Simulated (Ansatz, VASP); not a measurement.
One calculation of TiN, two programs

```xyz
2
Lattice="0.0000 2.1023 2.1023 2.1023 0.0000 2.1023 2.1023 2.1023 0.0000" Properties=species:S:1:pos:R:3 pbc="T T T"
Ti    0.0000    0.0000    0.0000
N     2.1023    2.1023    2.1023
```

Change from the starting cell: volume scaled by 1, PAW files.

Alike in both runs: task single point; functional PBEsol; k mesh 17 × 17 × 17; occupations fermi-dirac, width 0.1 eV; no spin polarisation.

|  | VASP | Ansatz |
| --- | --- | --- |
| version | VASP 6.6.1 | Ansatz 0.2.0 |
| potentials or method | VASP PAW PBE potentials, release 64 (Ti_sv, N) | PAW with Ansatz's default frozen-core files, scalar-relativistic |
| plane-wave cutoff (eV) | 520 | 420 |
| valence electrons in the cell | 17 | 17 |

```tsv
	VASP	Ansatz	Ansatz less VASP
pressure (GPa)	0.5	0.0	-0.49
```

VASP's potentials were made for PBE, not for PBEsol. The functional is the same, so the differences come from potentials, cutoffs and numerics.
